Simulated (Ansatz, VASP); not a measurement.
Yb: VASP beside Ansatz

Contents of POSCAR:

```
Yb
1.0
   -2.1657316470      2.1657316470      2.1657316470
    2.1657316470     -2.1657316470      2.1657316470
    2.1657316470      2.1657316470     -2.1657316470
Yb
1
Direct
    0.0000000000      0.0000000000      0.0000000000
```

The input INCAR.step1:

```
SYSTEM = Yb
  PREC = Accurate
  ENCUT = 520
  ISMEAR = -1
  SIGMA = 0.05
  LREAL = .FALSE.
  LASPH = .TRUE.
  NELM = 150
  ISPIN = 2
  MAGMOM = 1
  LMAXMIX = 6
  NBANDS = 22
  GGA = PE
  ALGO = Normal
  EDIFF = 1E-4
  LWAVE = .TRUE.
  LCHARG = .FALSE.
```

INCAR.step2

```
SYSTEM = Yb
  PREC = Accurate
  ENCUT = 520
  EDIFF = 1E-7
  ISMEAR = -1
  SIGMA = 0.05
  LREAL = .FALSE.
  LASPH = .TRUE.
  NELM = 150
  ALGO = Normal
  ISIF = 2
  LWAVE = .FALSE.
  LCHARG = .FALSE.
  ISPIN = 2
  MAGMOM = 1
  LORBIT = 11
  LMAXMIX = 6
  METAGGA = R2SCAN
  LMIXTAU = .TRUE.
  NBANDS = 22
  ISTART = 1
```

File KPOINTS:

```
regular mesh
0
G
  9 9 9
  0 0 0
```

input.yaml

```yaml
crystal:
  lattice:
    - [-2.165731647, 2.165731647, 2.165731647]
    - [2.165731647, -2.165731647, 2.165731647]
    - [2.165731647, 2.165731647, -2.165731647]
  atoms:
    - { symbol: Yb, position: [0.0, 0.0, 0.0], spin: 1.0 }
hamiltonian:
  xc: r2scan
  pseudopotentials: { kind: paw }
magnetization:
  spin_polarized: true
kpoints:
  mp_grid: { grid: [9, 9, 9] }
scf:
  occupations: { method: fermi_dirac, width: 0.05 }
output:
  forces: true
  stress: true
  eigenvalues: true
  write_density: true
  write_potential: true
  elf: true
  volumetric_format: npy
```

Alike in both runs: task single point; functional r2SCAN; k mesh 9 × 9 × 9; occupations fermi-dirac, width 0.05 eV; collinear spin.

|  | VASP | Ansatz |
| --- | --- | --- |
| version | VASP 6.6.1 | Ansatz 0.2.0 |
| potentials or method | VASP PAW PBE potentials, release 64 (Yb) | Ansatz PAW |
| plane-wave cutoff (eV) | 520 | 500 |
| valence electrons in the cell | 24 | 24 |

|  | VASP | Ansatz | Ansatz less VASP |
| --- | --- | --- | --- |
| gap on the k mesh at the Fermi level (eV) | none | none | - |
| pressure (GPa) | -3.1 | -2.9 | +0.22 |
| net moment per atom (μB) | 0.00 | 0.00 | 0.000 |

VASP's potentials were made for PBE, not for r2SCAN. A gap of «none» marks a metal or a gap that the smearing closes.

Spin-orbit coupling is off throughout. Noted on Ansatz's run: the magnetic or orbital state may not be the lowest.
